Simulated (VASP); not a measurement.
Input of a VASP 6.6.1 run:

INCAR

```
PREC     = Accurate       # precision mode
ENCUT    = 520            # plane-wave cutoff, eV
EDIFF    = 1E-6           # SCF threshold, eV
ISMEAR   = 0              # smearing method
SIGMA    = 0.05           # smearing width, eV
LREAL    = False          # projectors in reciprocal space
LASPH    = True           # aspherical terms in the spheres
NELM     = 60             # most SCF steps
ALGO     = Normal         # electronic algorithm
ISIF     = 2              # what is computed and relaxed
LWAVE    = False          # write WAVECAR
LCHARG   = True           # write CHGCAR
GGA      = PS             # functional
LELF     = True           # ELF
LVHAR    = True         
NBANDS   = 18             # bands
```

The input KPOINTS:

```
regular mesh
0
Gamma
  12 12 6
```

File POSCAR:

```
NiO2
1.0
    2.8221285779      0.0000000000      0.0000000000
   -1.4110642890      2.4440350412      0.0000000000
    0.0000000000      0.0000000000      4.8391038725
Ni O
1 2
Direct
    0.0000000000      0.0000000000      0.5000000000
    0.6666666667      0.3333333333      0.7253664501
    0.3333333333      0.6666666667      0.2746335499
```

Potentials or basis: VASP PAW PBE potentials, release 64 (Ni, O).

Run with:

```bash
$ cat potpaw_PBE.64/Ni/POTCAR potpaw_PBE.64/O/POTCAR > POTCAR
$ mpirun -np 1 vasp_std > vasp.out
```

Problem. Predict the band gap on the k mesh.

Solution. 0.76 eV, indirect (least direct gap 0.84 eV).

Problem. Predict the largest force.

Solution. 2.615 eV/Å.

Problem. Predict the pressure.

Solution. -21.4 GPa.

Forces in eV/Å, atoms in the order of the input:
```
Ni   0.000  0.000  0.000
O    0.000  0.000 -2.615
O    0.000  0.000  2.615
```

Caveat: the PAW data sets were made with another functional, which shifts forces and pressure a little. A k mesh can miss the band edges.
